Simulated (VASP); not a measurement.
# Mg (P6_3/mmc) in VASP: notebook

The runs below take Mg through relaxation of cell and atoms, with PBE.

All numbers are computed with VASP 6.6.1; they aren't measurements. Logs are shortened: lines on timing, memory, paths and dates and some standing lists are left out, and cuts for length are marked.

## 1. The cell of the first run

It takes space group P6_3/mmc (No. 194, hexagonal). Conventional cell: a = 2.540 Å, b = 2.540 Å, c = 4.115 Å, α = 90.00°, β = 90.00°, γ = 120.00°. Mg (site symmetry -6m2) has 12 Mg at 2.53 to 2.54 Å within 3.3 Å.

## 2. Relaxation of cell and atoms, PBE, target pressure 94 GPa, at which the enthalpy is minimised

Input file INCAR:

```
SYSTEM = Mg
PREC = Accurate ; ENCUT = 600
EDIFF = 1E-6 ; ISMEAR = -1
SIGMA = 0.1 ; LREAL = .FALSE.
LASPH = .TRUE. ; NELM = 60
ALGO = Normal ; ISIF = 3
LWAVE = .FALSE. ; LCHARG = .FALSE.
GGA = PE ; IBRION = 2
NSW = 60 ; EDIFFG = -0.005
PSTRESS = 940.0
```

Input file KPOINTS:

```
Automatic mesh
0
G
  17 17 10
  0 0 0
```

Input file POSCAR:

```
Mg
1.0
    2.5402567451      0.0000000000      0.0000000000
   -1.2701283726      2.1999268734      0.0000000000
    0.0000000000      0.0000000000      4.1152159271
Mg
2
Direct
    0.3333333333      0.6666666667      0.2500000000
    0.6666666667      0.3333333333      0.7500000000
```

Potentials or basis: VASP PAW PBE potentials, release 64 (Mg).

Command:

```console
cat potpaw_PBE.64/Mg/POTCAR > POTCAR
mpirun -np 1 vasp_std > vasp.out
```

OUTCAR:

```text
SYSTEM = Mg
   PREC = Accurate
   ENCUT = 600
   EDIFF = 1E-6
   ISMEAR = -1
   LREAL = .FALSE.
   LASPH = .TRUE.
   NELM = 60
   ISIF = 3
   GGA = PE
   IBRION = 2
   NSW = 60
   EDIFFG = -0.005
   PSTRESS = 940.0

 ion  position               nearest neighbor table
   1  0.333  0.667  0.250-   2 2.53   2 2.53   2 2.53   2 2.53   2 2.53   2 2.53   2 3.58   2 3.58
                             2 3.58   2 3.58   2 3.58   2 3.58
   2  0.667  0.333  0.750-   1 2.53   1 2.53   1 2.53   1 2.53   1 2.53   1 2.53   1 3.58   1 3.58
                             1 3.58   1 3.58   1 3.58   1 3.58

  LATTYP: Found a hexagonal cell.
 ALAT       =     2.5402567451
 C/A-ratio  =     1.6200000000

  Lattice vectors:

 A1 = (   2.5402567451,   0.0000000000,   0.0000000000)
 A2 = (  -1.2701283726,   2.1999268734,   0.0000000000)
 A3 = (   0.0000000000,   0.0000000000,   4.1152159271)

Analysis of symmetry for initial positions (statically):
=====================================================================
 Subroutine PRICEL returns:
 Original cell was already a primitive cell.

 Routine SETGRP: Setting up the symmetry group for a
 hexagonal supercell.

 Subroutine GETGRP returns: Found 24 space group operations
 (whereof 12 operations were pure point group operations)
 out of a pool of 24 trial point group operations.

The static configuration has the point symmetry D_3d.
 The point group associated with its full space group is D_6h.

Analysis of symmetry for dynamics (positions and initial velocities):
=====================================================================
 Subroutine PRICEL returns:
 Original cell was already a primitive cell.

 Routine SETGRP: Setting up the symmetry group for a
 hexagonal supercell.

 Subroutine GETGRP returns: Found 24 space group operations
 (whereof 12 operations were pure point group operations)
 out of a pool of 24 trial point group operations.

The dynamic configuration has the point symmetry D_3d.
 The point group associated with its full space group is D_6h.

 Subroutine INISYM returns: Found 24 space group operations
 (whereof 12 operations are pure point group operations),
 and found     1 'primitive' translations

----------------------------------------------------------------------------------------

                                     Primitive cell

  volume of cell :      22.9974

  direct lattice vectors                    reciprocal lattice vectors
     2.540256745  0.000000000  0.000000000     0.393660996  0.227280282  0.000000000
    -1.270128373  2.199926873  0.000000000     0.000000000  0.454560564  0.000000000
     0.000000000  0.000000000  4.115215927     0.000000000  0.000000000  0.243000615

  length of vectors
     2.540256745  2.540256745  4.115215927     0.454560564  0.454560564  0.243000615

  position of ions in fractional coordinates (direct lattice)
     0.333333333  0.666666667  0.250000000
     0.666666667  0.333333333  0.750000000

  ion indices of the primitive-cell ions
   primitive index   ion index
                 1           1
                 2           2

----------------------------------------------------------------------------------------

 KPOINTS: Automatic mesh

Automatic generation of k-mesh.
 Grid dimensions read from file:
 generate k-points for:   17   17   10

 Generating k-lattice:

  Cartesian coordinates                     Fractional coordinates (reciprocal lattice)
     0.023156529  0.013369428  0.000000000     0.058823529  0.000000000  0.000000000
     0.000000000  0.026738857  0.000000000     0.000000000  0.058823529  0.000000000
     0.000000000  0.000000000  0.024300061     0.000000000  0.000000000  0.100000000

  Length of vectors
     0.026738857  0.026738857  0.024300061

  Shift w.r.t. Gamma in fractional coordinates (k-lattice)
     0.000000000  0.000000000  0.000000000

 Subroutine IBZKPT returns following result:
 ===========================================

 Found    198 irreducible k-points:

 Following reciprocal coordinates:
            Coordinates               Weight
  0.000000  0.000000  0.000000      1.000000
  0.058824 -0.000000  0.000000      6.000000
  0.117647 -0.000000  0.000000      6.000000
  0.176471 -0.000000  0.000000      6.000000
  0.235294 -0.000000  0.000000      6.000000
  0.294118 -0.000000  0.000000      6.000000
[... 16 lines left out ...]
  0.411765  0.117647  0.000000     12.000000
  0.176471  0.176471  0.000000      6.000000
 [... further k-points ...]
   k-points           NKPTS =    198   k-points in BZ     NKDIM =    198   number of bands    NBANDS=      6
   number of dos      NEDOS =    301   number of ions     NIONS =      2
   total plane-waves  NPLWV =  14400
   dimension x,y,z NGX =    20 NGY =   20 NGZ =   36
   dimension x,y,z NGXF=    40 NGYF=   40 NGZF=   72
   ions per type =               2
   NGX,Y,Z   is equivalent  to a cutoff of  13.09, 13.09, 14.54 a.u.
   NGXF,Y,Z  is equivalent  to a cutoff of  26.18, 26.18, 29.09 a.u.
 SYSTEM =  Mg
   PREC   = accura    normal or accurate (medium, high low for compatibility)
   ISTART =      0    job   : 0-new  1-cont  2-samecut
   ICHARG =      2    charge: 1-file 2-atom 10-const
   ISPIN  =      1    spin polarized calculation?
   LNONCOLLINEAR =      F non collinear calculations
   LSORBIT =      F    spin-orbit coupling
   LASPH  =      T    aspherical Exc in radial PAW
   ENCUT  =  600.0 eV  44.10 Ry    6.64 a.u.   5.07  5.07  8.22*2*pi/ulx,y,z
   NELM   =     60;   NELMIN=  2; NELMDL= -5     # of ELM steps
   EDIFF  = 0.1E-05   stopping-criterion for ELM
   LREAL  =      F    real-space projection
   EDIFFG = -.5E-02   stopping-criterion for IOM
   NSW    =     60    number of steps for IOM
   IBRION =      2    ionic relax: 0-MD 1-quasi-New 2-CG
   NFREE  =      1    steps in history (QN), initial steepest desc. (CG)
   ISIF   =      3    stress and relaxation
   ISYM   =      2    0-nonsym 1-usesym 2-fastsym
   POTIM  = 0.5000    time-step for ionic-motion
   TEBEG  =    0.0;   TEEND  =   0.0 temperature during run
   PSTRESS=  940.0 pullay stress
   NELECT =       4.0000    total number of electrons
   NUPDOWN=      -1.0000    fix difference up-down
   EMIN   =  10.00;   EMAX   =-10.00  energy-range for DOS
   EFERMI =   0.00;   METHOD = LEGACY
   ISMEAR =    -1;   SIGMA  =   0.10  broadening in eV -4-tet -1-fermi 0-gaus
   EFERMI_NEDOS =   21; number of points for ismear=-14 and -15
   IALGO  =     38    algorithm
   IMIX   =      4    mixing-type and parameters
     AMIX     =   0.40;   BMIX     =  1.00
     AMIX_MAG =   1.60;   BMIX_MAG =  1.00
  volume/ion in A,a.u.               =      11.50        77.60
  Fermi-wavevector in a.u.,A,eV,Ry     =   0.913837  1.726901 11.362195  0.835098
  Thomas-Fermi vector in A             =   2.038394
   LORBIT       =      0    0 simple, 1 ext, 2 COOP (PROOUT), +10 PAW based schemes
   GGA     = PE    functional components
   LHFCALC =     F    Hartree Fock is set to
   AEXX    =    0.0000 exact exchange contribution
   IVDW    =     0    specifies the selected vdW correction
   LEPSILON=     F    determine dielectric tensor
   LRPA    =     F    only Hartree local field effects (RPA)
 conjugate gradient relaxation of ions
 non-spin polarized calculation
  energy-cutoff  :      600.00
  volume of cell :       23.00
 maximum number of plane-waves:       785
   NGX = 11   NGY = 11   NGZ = 17

--------------------------------------- Ionic step        1  -------------------------------------------

 number of electron       4.0000000 magnetization

 Free energy of the ion-electron system (eV)
  ---------------------------------------------------
  ext. energy  EPLUGINS =         0.00000000
  ---------------------------------------------------
  free energy    TOTEN  =         0.86885902 eV

  energy without entropy =        0.88572546  energy(sigma->0) =        0.87729224

------------------------ aborting loop because EDIFF is reached ----------------------------------------

  FORCE on cell =-STRESS in cart. coord.  units (eV):
  Direction    XX          YY          ZZ          XY          YZ          ZX
  --------------------------------------------------------------------------------------
  -------------------------------------------------------------------------------------
  Total       13.7900799     13.7900799     14.0048461     -0.0000000      0.0000000     -0.0000000
  in kB      960.7245269    960.7245269    975.6868163     -0.0000000      0.0000000     -0.0000000
  external PRESSURE =      25.7119567 kB  Pullay stress =     940.0000000 kB

 VOLUME and BASIS-vectors are now :
 -----------------------------------------------------------------------------
  energy-cutoff  :      600.00
  volume of cell :       23.00
      direct lattice vectors                 reciprocal lattice vectors
     2.540256745  0.000000000  0.000000000     0.393660996  0.227280282  0.000000000
    -1.270128373  2.199926873  0.000000000     0.000000000  0.454560564  0.000000000
     0.000000000  0.000000000  4.115215927     0.000000000  0.000000000  0.243000615
[... 84 lines left out ...]
  FREE ENERGIE OF THE ION-ELECTRON SYSTEM (eV)
  ---------------------------------------------------
  free  energy   TOTEN  =         0.7536999006 eV

  energy  without entropy=        0.7705069220  energy(sigma->0) =        0.76210341

  enthalpy is  TOTEN    =        14.3598160433 eV   P V=       13.6061161428

--------------------------------------- Ionic step        4  -------------------------------------------

 number of electron       4.0000000 magnetization

 Free energy of the ion-electron system (eV)
  ---------------------------------------------------
  ext. energy  EPLUGINS =         0.00000000
  ---------------------------------------------------
  free energy    TOTEN  =         0.75881304 eV

  energy without entropy =        0.77535829  energy(sigma->0) =        0.76708567

 E-fermi :   7.5091     XC(G=0): -10.9096

 val. band max:        7.5009034509   @ k =   0.4706  -0.0000   0.5000
 cond. band min:       7.5174137243   @ k =   0.2941   0.2941   0.1000
 fundamental gap:      0.0165102734
 Fermi energy:         7.5090822242

 k-point     1 :       0.0000    0.0000    0.0000
  band No.  band energies     occupation
      1      -2.9247      2.00000
      2       4.6414      2.00000
      3       6.1842      2.00000
      4      22.9146      0.00000
      5      22.9146      0.00000
      6      23.8562      0.00000

 k-point     2 :       0.0588   -0.0000    0.0000
  band No.  band energies     occupation
      1      -2.8157      2.00000
      2       4.7260      2.00000
      3       6.2834      1.99999
      4      21.0690      0.00000
      5      22.4713      0.00000
      6      23.6488      0.00000
[... 181 lines left out ...]
 k-point    23 :       0.4118    0.1176    0.0000
  band No.  band energies     occupation
      1       3.8142      2.00000
      2       5.5279      2.00000
      3      10.3835      0.00000
      4      11.4241      0.00000
      5      12.2090      0.00000
      6      13.5742      0.00000

 k-point    24 :       0.1765    0.1765    0.0000
  band No.  band energies     occupation
      1      -0.0673      2.00000
      2       6.9536      1.99230
      3       8.4212      0.00022
      4      12.3131      0.00000
      5      14.8335      0.00000
      6      19.2125      0.00000

 [... further k-points ...]

------------------------ aborting loop because EDIFF is reached ----------------------------------------

  FORCE on cell =-STRESS in cart. coord.  units (eV):
  Direction    XX          YY          ZZ          XY          YZ          ZX
  --------------------------------------------------------------------------------------
  -------------------------------------------------------------------------------------
  Total       13.5958650     13.5958650     13.6050723     -0.0000000     -0.0000000      0.0000000
  in kB      939.6561651    939.6561651    940.2925165     -0.0000000     -0.0000000      0.0000000
  external PRESSURE =      -0.1317177 kB  Pullay stress =     940.0000000 kB

 VOLUME and BASIS-vectors are now :
 -----------------------------------------------------------------------------
  energy-cutoff  :      600.00
  volume of cell :       23.18
      direct lattice vectors                 reciprocal lattice vectors
     2.542996199 -0.000000000 -0.000000000     0.393236923  0.227035443  0.000000000
    -1.271498099  2.202299310  0.000000000     0.000000000  0.454070887  0.000000000
    -0.000000000 -0.000000000  4.139295237     0.000000000 -0.000000000  0.241587020

 POSITION                                       TOTAL-FORCE (eV/Angst)
 -----------------------------------------------------------------------------------
     -0.00000      1.46820      1.03482         0.000000      0.000000     -0.000000
      1.27150      0.73410      3.10447        -0.000000     -0.000000      0.000000
 -----------------------------------------------------------------------------------
    total drift:                               -0.000000      0.000000     -0.000000

  FREE ENERGIE OF THE ION-ELECTRON SYSTEM (eV)
  ---------------------------------------------------
  free  energy   TOTEN  =         0.7588130394 eV

  energy  without entropy=        0.7753582950  energy(sigma->0) =        0.76708567

  enthalpy is  TOTEN    =        14.3596529449 eV   P V=       13.6008399055

 reached required accuracy - stopping structural energy minimisation
```

Wall time 55 s (1 thread of Intel Xeon 8259CL, shared host); peak memory 0.17 GiB.

Results:

| Item | Value |
| --- | --- |
| Free energy | 0.7588 eV |
| Relaxed volume | 11.59 Å³/atom |
| Relaxed cell | a = 2.543 Å, b = 2.543 Å, c = 4.139 Å, α = 90.00°, β = 90.00°, γ = 120.00° |
| Space group after relaxing (to 0.1 Å) | P6_3/mmc (No. 194) |
| Energy change on relaxing (the run minimises the enthalpy) | -55.0 meV/atom |
| Ionic steps | 4 |
| Pressure after relaxing | 94.0 GPa |
| Band gap on the k mesh | zero (bands 2 and 3 overlap by 2.61 eV) |

The path:
```
step  energy change (eV)  largest force (eV/Å)  pressure (GPa)  volume (Å³)
   1              0.0000                0.0000           96.57        23.00
   2             -0.3573                0.0000           88.21        23.62
   3             -0.1152                0.0000           93.87        23.19
   4             -0.1100                0.0000           93.99        23.18
```

Final structure:
```
Mg
1.0
     2.54300    0.00000    0.00000
    -1.27150    2.20230    0.00000
     0.00000    0.00000    4.13930
Mg
2
Cartesian
  0.0000 1.4682 1.0348
  1.2715 0.7341 3.1045
```

Caveat: the cell is relaxed towards a set pressure, so the run minimises the enthalpy, not the energy.

## 3. Relaxation of cell and atoms, PBE, target pressure 94 GPa, at which the enthalpy is minimised

This run uses another cell than the first one, of 11.53 Å³/atom.

Input file INCAR:

```
SYSTEM = Mg
ALGO = Normal
EDIFF = 1E-6
EDIFFG = -0.005
ENCUT = 600
GGA = PE
IBRION = 2
ISIF = 3
ISMEAR = -1
LASPH = .TRUE.
LCHARG = .FALSE.
LREAL = .FALSE.
LWAVE = .FALSE.
NELM = 100
NSW = 32
PREC = Accurate
PSTRESS = 940.0
SIGMA = 0.1
```

Input file KPOINTS:

```
k-points
0
G
  17 17 10
  0 0 0
```

Input file POSCAR:

```
Mg
1.0
    2.5381438902      0.0000000000      0.0000000000
   -1.2690719451      2.1980970873      0.0000000000
    0.0000000000      0.0000000000      4.1322354245
Mg
2
Direct
    0.3333333333      0.6666666667      0.2500000000
    0.6666666667      0.3333333333      0.7500000000
```

Potentials or basis: VASP PAW PBE potentials, release 64 (Mg).

Command:

```console
cat potpaw_PBE.64/Mg/POTCAR > POTCAR
mpirun -np 1 vasp_std > vasp.out
```

Run time: 47 s. Hardware: 1 thread of Intel Xeon 8259CL, shared host; peak memory 0.17 GiB.

The run converged. Its results:

```yaml
Free_energy: 0.7596 eV
Relaxed_volume: 11.59 Å³/atom
Relaxed_cell: a = 2.543 Å, b = 2.543 Å, c = 4.140 Å, α = 90.00°, β = 90.00°, γ = 120.00°
Space_group_after_relaxing_to_0.1_Å: P6_3/mmc (No. 194)
Energy_change_on_relaxing_the_run_minimises_the_enthalpy: -37.4 meV/atom
Ionic_steps: 3
Pressure_after_relaxing: 94.0 GPa
Band_gap_on_the_k_mesh: zero (bands 2 and 3 overlap by 2.61 eV)
```

Step by step:
```
step  energy change (eV)  largest force (eV/Å)  pressure (GPa)  volume (Å³)
   1              0.0000                0.0000           95.76        23.05
   2             -0.2468                0.0000           89.99        23.48
   3             -0.0749                0.0000           94.00        23.18
```

Final structure:
```
CELL_PARAMETERS angstrom
2.54276 0.00000 0.00000
-1.27138 2.20210 0.00000
0.00000 0.00000 4.13982
ATOMIC_POSITIONS crystal
Mg 0.33333 0.66667 0.25000
Mg 0.66667 0.33333 0.75000
```

Levels at points of the mesh, in eV from the Fermi level:
| k point | band 1 | band 2 | band 3 | band 4 | band 5 | band 6 |
| --- | --- | --- | --- | --- | --- | --- |
| (0.00, 0.00, 0.00) | -10.43 | -2.87 | -1.33 | 15.41 | 15.41 | 16.35 |
| (0.00, 0.00, 0.50) | -8.25 | -8.25 | 7.25 | 7.25 | 16.24 | 16.24 |

Caveat: the cell is relaxed towards a set pressure, so the run minimises the enthalpy, not the energy.
